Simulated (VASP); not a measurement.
Wanted: the native input for a VASP 6.6.1 run.

- Task: single point
- Functional: LDA
- Potentials or basis: VASP PAW LDA potentials, release 64 (Mg, S)
- Cutoff: 520 eV
- k mesh: 12 × 12 × 4
- Occupations: gaussian, width 0.01 eV
- Spin: no spin polarisation
- Dipole correction: no
- Further INCAR settings: ALGO = Normal; EDIFF = 1e-06; NBANDS = 16

The structure of MgS lies in POSCAR:

```
MgS
1.0
    4.0286647932      0.0000000000      0.0000000000
   -2.0143323966      3.4889260542      0.0000000000
    0.0000000000      0.0000000000      6.4542161851
Mg S
2 2
Direct
    0.6666666667      0.3333333333      0.4971196678
    0.3333333333      0.6666666667      0.9971196678
    0.3333333333      0.6666666667      0.3778793322
    0.6666666667      0.3333333333      0.8778793322
```

One way to write it, as run:

INCAR

```
PREC     = Accurate       # precision mode
ENCUT    = 520            # plane-wave cutoff, eV
EDIFF    = 1E-6           # SCF threshold, eV
ISMEAR   = 0              # smearing method
SIGMA    = 0.01           # smearing width, eV
LREAL    = F              # projectors in reciprocal space
LASPH    = T              # aspherical terms in the spheres
NELM     = 60             # most SCF steps
ALGO     = Normal         # electronic algorithm
ISIF     = 2              # what is computed and relaxed
LWAVE    = F              # write WAVECAR
LCHARG   = F              # write CHGCAR
NBANDS   = 16             # bands
```

KPOINTS

```
Automatic mesh
0
Gamma
  12 12 4
```

Potentials or basis: VASP PAW LDA potentials, release 64 (Mg, S).

The run is started by

```console
$ cat potpaw_LDA.64/Mg/POTCAR potpaw_LDA.64/S/POTCAR > POTCAR
$ mpirun -np 1 vasp_std > vasp.out
```

It gave:

```yaml
Pressure: -2.4 GPa
Band_gap_on_the_k_mesh: 3.19 eV, direct
```

Wall time 48 s on 1 thread of Intel(R) Xeon(R) Platinum 8259CL CPU @ 2.50GHz (Skylake/Cascade Lake) (shared host), peak memory 0.21 GiB.
